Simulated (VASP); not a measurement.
Input of a VASP 6.6.1 run:

The input INCAR:

```
  PREC = Accurate
  ENCUT = 520
  EDIFF = 1E-6
  ISMEAR = 0
  SIGMA = 0.05
  LREAL = False
  LASPH = True
  NELM = 100
  ALGO = Normal
  ISIF = 2
  LWAVE = False
  LCHARG = False
  GGA = PE
  NBANDS = 16
```

KPOINTS

```
Automatic mesh
0
Gamma
  12 12 7
```

POSCAR

```
AlN
1.0
    3.1285881360      0.0000000000      0.0000000000
   -1.5642940680      2.7094368037      0.0000000000
    0.0000000000      0.0000000000      5.0169550000
Al N
2 2
Direct
    0.6666666700      0.3333333300      0.5192194092
    0.3333333300      0.6666666700      0.9992870000
    0.6666666700      0.3333333300      0.8807130000
    0.3333333300      0.6666666700      0.3807130000
```

Potentials or basis: VASP PAW PBE potentials, release 64 (Al, N).

The run is started by

```console
$ cat potpaw_PBE.64/Al/POTCAR potpaw_PBE.64/N/POTCAR > POTCAR
$ mpirun -np 1 vasp_std > vasp.out
```

(1) Predict the band gap on the k mesh.

(2) What does it give for the largest force?

(3) Predict the pressure.

## Answers

(1) 3.92 eV, direct.

(2) 2.462 eV/Å.

(3) 0.8 GPa.

Caveat: forces of over 1 eV/Å act on the atoms, so gaps and moduli don't describe the material at rest.
